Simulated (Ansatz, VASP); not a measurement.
**Two plane-wave programs on AlP**

```
Al P
1.0
     0.00000    2.73500    2.73500
     2.73500    0.00000    2.73500
     2.73500    2.73500    0.00000
Al P
1 1
Cartesian
  0.0000 0.0000 0.0000
  1.3675 1.3675 1.3675
```

Alike in both runs: task single point; functional PBEsol; k mesh 8 × 8 × 8; occupations gaussian, width 0.02 eV; no spin polarisation.

|  | VASP | Ansatz |
| --- | --- | --- |
| version | VASP 6.6.1 | Ansatz 0.2.0 |
| potentials or method | VASP PAW PBE potentials, release 64 (Al, P), cutoff 500 eV | scalar-relativistic, plane waves, PAW |
| valence electrons in the cell | 8 | 8 |

Ansatz gave:

```
gap on the k mesh at the Fermi level (eV) : 1.45
least direct gap on the mesh (eV)         : 3.15
pressure (GPa)                            : 0.0
```

Problem. What did VASP give for the same quantities?

Solution. gap on the k mesh at the Fermi level (eV): 1.45; least direct gap on the mesh (eV): 3.16; pressure (GPa): 0.1.

VASP's potentials were made for PBE, not for PBEsol, and Ansatz warns of the same on its side. The functional is the same, so the differences come from potentials, cutoffs and numerics.
